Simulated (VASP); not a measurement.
# InP (I-4m2) in VASP: G0W0 quasiparticle levels with PBE

Aim: the G0W0 quasiparticle levels of InP with PBE.

All numbers are computed with VASP 6.6.1; they aren't measurements. Logs are shortened: lines on timing, memory, paths and dates and some standing lists are left out, and cuts for length are marked.

## Step 1: The cell of the first run

It takes space group I-4m2 (No. 119, tetragonal). The conventional cell has a = 4.177 Å, b = 4.177 Å, c = 6.055 Å, α = 90.00°, β = 90.00°, γ = 90.00°. In (site symmetry -4m2) has 4 P at 2.58 Å within 3.4 Å. Within 3.4 Å of P (site symmetry -4m2) lie 4 In at 2.58 Å.

## Step 2: G0W0 quasiparticle levels, PBE

POSCAR

```
InP
1.0
    0.0000000000      2.9537876469      2.9537876469
    3.0276323381      0.0000000000      2.9537876469
    3.0276323381      2.9537876469      0.0000000000
In P
1 1
Direct
    0.0000000000      0.0000000000      0.0000000000
    0.2500000000      0.2500000000      0.2500000000
```

INCAR.step1

```
SYSTEM = InP
PREC     = Accurate       ! precision mode
ENCUT    = 500            ! plane-wave cutoff, eV
EDIFF    = 1E-8           ! SCF threshold, eV
ISMEAR   = 0              ! smearing method
SIGMA    = 0.01           ! smearing width, eV
LREAL    = .FALSE.        ! projectors in reciprocal space
LASPH    = .TRUE.         ! aspherical terms in the spheres
NELM     = 100            ! most SCF steps
ALGO     = Normal         ! electronic algorithm
LWAVE    = .TRUE.         ! write WAVECAR
LCHARG   = .FALSE.        ! write CHGCAR
GGA      = PE             ! functional
```

INCAR.step2

```
SYSTEM = InP
PREC     = Accurate       ! precision mode
ENCUT    = 500            ! plane-wave cutoff, eV
EDIFF    = 1E-8           ! SCF threshold, eV
ISMEAR   = 0              ! smearing method
SIGMA    = 0.01           ! smearing width, eV
LREAL    = .FALSE.        ! projectors in reciprocal space
LASPH    = .TRUE.         ! aspherical terms in the spheres
NELM     = 1              ! most SCF steps
ALGO     = Exact          ! electronic algorithm
LWAVE    = .TRUE.         ! write WAVECAR
LCHARG   = .FALSE.        ! write CHGCAR
GGA      = PE             ! functional
NBANDS   = 229            ! bands
LOPTICS  = .TRUE.         ! frequency-dependent dielectric function
ISTART   = 1
```

INCAR.step3

```
SYSTEM = InP
PREC     = Accurate       ! precision mode
ENCUT    = 500            ! plane-wave cutoff, eV
EDIFF    = 1E-8           ! SCF threshold, eV
ISMEAR   = 0              ! smearing method
SIGMA    = 0.01           ! smearing width, eV
LREAL    = .FALSE.        ! projectors in reciprocal space
LASPH    = .TRUE.         ! aspherical terms in the spheres
ALGO     = EVGW0          ! electronic algorithm
LWAVE    = .FALSE.        ! write WAVECAR
LCHARG   = .FALSE.        ! write CHGCAR
GGA      = PE             ! functional
NELMGW   = 1            
NBANDS   = 229            ! bands
ENCUTGW  = 150.0          ! cutoff of the response function
NOMEGA   = 96             ! frequency points
PRECFOCK = Fast         
ISTART   = 1            
NBANDSGW = 17           
OMEGAMAX = 20
```

KPOINTS

```
regular mesh
0
G
  4 4 4
  0 0 0
```

Potentials or basis: VASP PAW PBE potentials, release 64 (In_d_GW, P_GW).

Run with:

```console
$ cat potpaw_PBE.64/In_d_GW/POTCAR potpaw_PBE.64/P_GW/POTCAR > POTCAR
$ cp INCAR.step1 INCAR
$ mpirun -np 1 vasp_std > vasp.out
$ cp INCAR.step2 INCAR
$ mpirun -np 1 vasp_std > vasp.out
$ cp INCAR.step3 INCAR
$ mpirun -np 1 vasp_std > vasp.out
```

OUTCAR:

```text
SYSTEM = InP
   PREC = Accurate
   ENCUT = 500
   EDIFF = 1E-8
   ISMEAR = 0
   LREAL = .FALSE.
   LASPH = .TRUE.
   GGA = PE
   NELMGW = 1
   ENCUTGW = 150.0
   PRECFOCK = Fast
   ISTART = 1

 ion  position               nearest neighbor table
   1  0.000  0.000  0.000-   2 2.58   2 2.58   2 2.58   2 2.58
   2  0.250  0.250  0.250-   1 2.58   1 2.58   1 2.58   1 2.58

  LATTYP: Found a body centered tetragonal cell.
 ALAT       =     4.1772865506
 C/A-ratio  =     1.4495689014

  Lattice vectors:

 A1 = (   3.0276323381,   0.0000000000,   2.9537876469)
 A2 = (   3.0276323381,   0.0000000000,  -2.9537876469)
 A3 = (  -3.0276323381,   2.9537876469,   0.0000000000)

Analysis of symmetry for initial positions (statically):
=====================================================================
 Subroutine PRICEL returns:
 Original cell was already a primitive cell.

 Routine SETGRP: Setting up the symmetry group for a
 body centered tetragonal supercell.

 Subroutine GETGRP returns: Found  8 space group operations
 (whereof  8 operations were pure point group operations)
 out of a pool of 16 trial point group operations.

The static configuration has the point symmetry D_2d.

Analysis of symmetry for dynamics (positions and initial velocities):
=====================================================================
 Subroutine PRICEL returns:
 Original cell was already a primitive cell.

 Routine SETGRP: Setting up the symmetry group for a
 body centered tetragonal supercell.

 Subroutine GETGRP returns: Found  8 space group operations
 (whereof  8 operations were pure point group operations)
 out of a pool of 16 trial point group operations.

The dynamic configuration has the point symmetry D_2d.

 Subroutine INISYM returns: Found  8 space group operations
 (whereof  8 operations are pure point group operations),
 and found     1 'primitive' translations

----------------------------------------------------------------------------------------

                                     Primitive cell

  volume of cell :      52.8313

[... 50 lines left out ...]
 -0.250000  0.250000  0.000000      8.000000
  0.500000  0.500000  0.000000      2.000000
  0.000000  0.250000  0.250000      2.000000
  0.500000  0.250000  0.250000      4.000000
 -0.250000  0.250000  0.250000      8.000000
 -0.250000  0.500000  0.250000      4.000000
  0.500000 -0.250000  0.250000      2.000000
  0.000000  0.500000  0.500000      1.000000
   k-points           NKPTS =     13   k-points in BZ     NKDIM =     64   number of bands    NBANDS=    229
   number of dos      NEDOS =    301   number of ions     NIONS =      2
   total plane-waves  NPLWV =  30720
   dimension x,y,z NGX =    30 NGY =   32 NGZ =   32
   dimension x,y,z NGXF=    60 NGYF=   64 NGZF=   64
   ions per type =               1   1
   NGX,Y,Z   is equivalent  to a cutoff of  11.94, 12.58, 12.58 a.u.
   NGXF,Y,Z  is equivalent  to a cutoff of  23.88, 25.15, 25.15 a.u.
 SYSTEM =  InP
   PREC   = accura    normal or accurate (medium, high low for compatibility)
   ISTART =      1    job   : 0-new  1-cont  2-samecut
   ICHARG =      0    charge: 1-file 2-atom 10-const
   ISPIN  =      1    spin polarized calculation?
   LNONCOLLINEAR =      F non collinear calculations
   LSORBIT =      F    spin-orbit coupling
   LASPH  =      T    aspherical Exc in radial PAW
   ENCUT  =  500.0 eV  36.75 Ry    6.06 a.u.   7.62  7.71  7.71*2*pi/ulx,y,z
   NELM   =     60;   NELMIN=  2; NELMDL=  0     # of ELM steps
   EDIFF  = 0.1E-07   stopping-criterion for ELM
   LREAL  =      F    real-space projection
   EDIFFG = 0.1E-06   stopping-criterion for IOM
   NSW    =      0    number of steps for IOM
   IBRION =     -1    ionic relax: 0-MD 1-quasi-New 2-CG
   NFREE  =      0    steps in history (QN), initial steepest desc. (CG)
   ISIF   =      0    stress and relaxation
   ISYM   =      3    0-nonsym 1-usesym 2-fastsym
   POTIM  = 0.5000    time-step for ionic-motion
   TEBEG  =    0.0;   TEEND  =   0.0 temperature during run
   PSTRESS=    0.0 pullay stress
   NELECT =      18.0000    total number of electrons
   NUPDOWN=      -1.0000    fix difference up-down
   EMIN   =  10.00;   EMAX   =-10.00  energy-range for DOS
   EFERMI =   0.00;   METHOD = LEGACY
   ISMEAR =     0;   SIGMA  =   0.01  broadening in eV -4-tet -1-fermi 0-gaus
   EFERMI_NEDOS =   21; number of points for ismear=-14 and -15
   IALGO  =     38    algorithm
   IMIX   =      4    mixing-type and parameters
     AMIX     =   0.40;   BMIX     =  1.00
     AMIX_MAG =   1.60;   BMIX_MAG =  1.00
  volume/ion in A,a.u.               =      26.42       178.26
  Fermi-wavevector in a.u.,A,eV,Ry     =   1.143409  2.160731 17.788055  1.307385
  Thomas-Fermi vector in A             =   2.280105
   LORBIT       =      0    0 simple, 1 ext, 2 COOP (PROOUT), +10 PAW based schemes
   GGA     = PE    functional components
   LHFCALC =     T    Hartree Fock is set to
   PRECFOCK=fast      Normal, Fast or Accurate (Low or Medium for compatibility)
   ENCUT4O =  -1.0   cutoff for four orbital integrals eV
   NKREDX  =     1    reduce k-point grid by
   NKREDY  =     1    reduce k-point grid by
   NKREDZ  =     1    reduce k-point grid by
   AEXX    =    1.0000 exact exchange contribution
   HFSCREEN=    0.0000 screening length (either q_TF or 0.3 A-1)
   HFSCREENC=   0.0000 screening length for correlation (either q_TF or 0.3 A-1)
   ENCUTFOCK=  -1.0 apply spherical cutoff to Coloumb kernel
   IVDW    =     0    specifies the selected vdW correction
   LEPSILON=     F    determine dielectric tensor
   LRPA    =     F    only Hartree local field effects (RPA)
   LRPAFORCE           =     F    calculate RPA forces
   ENCUTGW             = 150.0    cutoff for response function in eV
   ENCUTGWSOFT         = 120.0    soft cutoff for Coulomb kernel in GW response function in eV
   ENCUTLF             =  -1.0    cutoff for local field effects
   NELMGW              =     1    number of iterations in solving QP/BSE equation
   NELMHF              =     1    number of iterations in the inner HF iteration
   NKREDLFX            =     1    NKREDLFY  =   1   NKREDLFZ  =   1
 non-spin polarized calculation
 Gauss-broadening in eV      SIGMA  =   0.01
  energy-cutoff  :      500.00
  volume of cell :       52.83
 maximum number of plane-waves:      1379
  NGX = 18; NGY = 18; NGZ = 18
   NGX = 15   NGY = 15   NGZ = 15
 maximum number of plane-waves:       228
 NGX is ok and might be reduce to    18

 QP shifts <psi_nk| G(iteration)W_0 |psi_nk>: iteration 1
 for sc-GW calculations column KS-energies equals QP-energies in previous step
 and V_xc(KS)=  KS-energies - (<T + V_ion + V_H > + <T+V_H+V_ion>^1  + <V_x>^1)

 k-point   1 :       0.0000    0.0000    0.0000
  band No.  KS-energies  QP-energies   sigma(KS)   V_xc(KS)     V^pw_x(r,r')   Z            occupation Imag(sigma)

      1     -10.6669     -12.6918     -19.5559     -16.6016     -25.3331       0.6854       2.0000       0.1704
      2     -10.6563     -12.6832     -19.5638     -16.6094     -25.3453       0.6861       2.0000       0.1703
      3     -10.6563     -12.6832     -19.5638     -16.6094     -25.3453       0.6861       2.0000       0.1703
      4     -10.5352     -12.5932     -19.6812     -16.6872     -25.3603       0.6874       2.0000       0.0963
      5     -10.5318     -12.5873     -19.6727     -16.6807     -25.3535       0.6870       2.0000       0.0901
      6      -7.6970      -8.0443     -11.8295     -11.2369     -18.1188       0.5859       2.0000       0.8238
[... 248 lines left out ...]
      3     -10.5714     -12.6209     -19.6896     -16.7159     -25.4422       0.6892       2.0000       0.1548
      4     -10.5690     -12.6098     -19.5854     -16.6090     -25.2809       0.6857       2.0000       0.0979
      5     -10.5085     -12.5666     -19.7082     -16.7195     -25.3978       0.6886       2.0000       0.0984
      6      -5.5737      -5.9872     -12.9242     -12.2901     -18.4401       0.6522       2.0000       0.6625
[... 9 lines left out ...]
     16      15.1182      15.1513     -10.2649     -10.3101      -4.2440       0.7303       0.0000      -0.4709
     17      15.1182      15.1513     -10.2649     -10.3101      -4.2440       0.7303       0.0000      -0.4709
```

OUTCAR.step2:

```text
SYSTEM = InP
   PREC = Accurate
   ENCUT = 500
   EDIFF = 1E-8
[... 855 lines left out ...]
  --------------------------------------------------------------------------------------------------------------
     0.00000    69.19301   142.14760   142.14760    -0.00000    -0.00000     0.00000
     1.85693    27.54966    35.05357    35.05357    -0.00000    -0.00000     0.00000
     3.71387    24.41380    29.58328    29.58328    -0.00000    -0.00000     0.00000
     5.57080    -5.61125    -7.14143    -7.14143    -0.00000    -0.00000    -0.00000
     7.42773    -2.17036    -2.14889    -2.14889    -0.00000     0.00000     0.00000
     9.28466    -3.89133    -4.06843    -4.06843     0.00000    -0.00000     0.00000
[... 92 lines left out ...]
   181.97943     0.97804     0.97781     0.97781     0.00000     0.00000    -0.00000
   183.83636     0.97861     0.97838     0.97838     0.00000     0.00000    -0.00000
```

It took 18 min on 1 thread of Intel Xeon Platinum 8375C at 2.90GHz (Ice Lake), shared host; peak memory 0.76 GiB.

What came out:

```
Quasiparticle gap                                   : 0.87 eV
Least direct quasiparticle gap                      : 0.87 eV
Band gap of the starting levels on the mesh         : 0.39 eV
Least direct gap of the starting levels on the mesh : 0.39 eV
```

Caveat: the k points lie up to 0.46 Å⁻¹ apart; bands, screening cutoff and mesh are small and nothing is extrapolated, so the quasiparticle values aren't converged; spin-orbit coupling is left out, which moves the levels of the heavy elements.
